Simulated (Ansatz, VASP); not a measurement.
AlAs in VASP and in Ansatz

File INCAR:

```
  ALGO = Normal
  EDIFF = 1E-6
  ENCUT = 500
  GGA = PS
  GGA_COMPAT = F
  ISIF = 2
  ISMEAR = -1
  LASPH = T
  LCHARG = F
  LREAL = F
  LWAVE = F
  NBANDS = 11
  NELM = 120
  PREC = Accurate
  SIGMA = 0.1
```

KPOINTS

```
k-points
0
Gamma
  4 4 4
```

File POSCAR:

```
AlAs
1.0
    0.0000000000      2.8379008005      2.8379008005
    2.8379008005      0.0000000000      2.8379008005
    2.8379008005      2.8379008005      0.0000000000
Al As
1 1
Direct
    0.0000000000      0.0000000000      0.0000000000
    0.7500000000      0.7500000000      0.7500000000
```

Input for Ansatz:

```yaml
crystal:
  lattice:
    - [0.0, 2.8379008005, 2.8379008005]
    - [2.8379008005, 0.0, 2.8379008005]
    - [2.8379008005, 2.8379008005, 0.0]
  atoms:
    - { symbol: Al, position: [0.0, 0.0, 0.0] }
    - { symbol: As, position: [0.75, 0.75, 0.75] }
basis:
  ecutwfc: 420
kpoints:
  mp_grid: { grid: [4, 4, 4] }
hamiltonian:
  xc: pbesol
scf:
  occupations: { method: fermi_dirac }
  mixing: { algorithm: msr1, beta: 0.15, preconditioner: local_kerker }
  initial_density: { chi_scale: 0, normalization: atom }
  max_iter: 94
output:
  forces: true
  stress: true
  eigenvalues: true
```

Alike in both runs: task single point; functional PBEsol; k mesh 4 × 4 × 4; no spin polarisation.

|  | VASP | Ansatz |
| --- | --- | --- |
| version | VASP 6.6.1 | Ansatz 0.2.0 |
| potentials or method | VASP PAW PBE potentials, release 64 (Al, As), cutoff 500 eV | scalar-relativistic, plane waves, PAW |
| occupations | fermi-dirac, width 0.1 eV | fermi-dirac |
| valence electrons in the cell | 8 | 18 |

|  | VASP | Ansatz | Ansatz less VASP |
| --- | --- | --- | --- |
| gap on the k mesh at the Fermi level (eV) | 1.30 | 1.31 | +0.012 |
| least direct gap on the mesh (eV) | 1.91 | 1.89 | -0.018 |
| pressure (GPa) | 0.5 | 0.2 | -0.28 |

VASP's potentials were made for PBE, not for PBEsol. VASP's potentials hold 8 valence electrons a cell and Ansatz's 18, so a difference there can come from the potentials and not from the codes.

The k mesh is coarse, so the values compare programs but aren't converged.
